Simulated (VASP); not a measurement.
# AgCl: single point with PBE

The system is AgCl.

```xyz
2
Lattice="3.3956 0.0000 0.0000 0.0000 3.3956 0.0000 0.0000 0.0000 3.4859" Properties=species:S:1:pos:R:3 pbc="T T T"
Ag    0.0000    0.0000    0.0000
Cl    1.6978    1.6978    1.7430
```

This cell differs from its parent crystal: uniaxial z strain +2.7%.

| Property | Result |
| --- | --- |
| Program | VASP 6.6.1 |
| Task | single point |
| Functional | PBE |
| Potentials or basis | VASP PAW PBE potentials, release 64 (Ag, Cl) |
| Cutoff | 520 eV |
| k mesh | 8 × 8 × 8 |
| Occupations | fermi-dirac, width 0.02 eV |
| Spin | no spin polarisation |
| Dipole correction | no |
| Further INCAR settings | ALGO = Normal; EDIFF = 1e-06; NBANDS = 16 |

```yaml
Pressure: 0.1 GPa
Band_gap_on_the_k_mesh: 0.55 eV (least direct gap 2.01 eV)
```

Stress tensor (GPa, compression positive):
```
 0.53  0.00  0.00
 0.00  0.53  0.00
 0.00  0.00 -0.73
```

Levels at points of the mesh, in eV from the valence-band top:
```tsv
k point	band 5	band 6	band 7	band 8	band 9	band 10	band 11	band 12	band 13	band 14
(0.00, 0.00, 0.00)	-1.83	-1.80	-1.71	-1.46	-1.46	0.55	9.33	9.49	13.40	13.84
(0.50, 0.00, 0.00)	-2.61	-1.77	-1.42	-0.05	-0.01	4.83	5.55	9.38	9.66	10.24
(0.50, 0.50, 0.00)	-2.18	-2.14	-2.14	-1.49	-1.02	2.94	8.84	8.84	10.56	13.51
(0.00, 0.00, 0.50)	-2.66	-1.76	-1.52	0.00	0.00	5.00	5.45	9.40	10.12	10.12
(0.50, 0.00, 0.50)	-2.11	-2.11	-2.07	-1.53	-0.86	2.71	8.84	9.13	10.64	13.77
(0.50, 0.50, 0.50)	-1.52	-1.48	-0.22	-0.22	-0.16	4.73	4.73	4.81	6.78	17.11
```

It took 37 s on 1 thread of Intel(R) Xeon(R) Platinum 8259CL CPU @ 2.50GHz (Skylake/Cascade Lake) (shared host), peak memory 0.18 GiB.

Caveat: the cell differs from its parent crystal (uniaxial z strain +2.7%). A k mesh can miss the band edges.
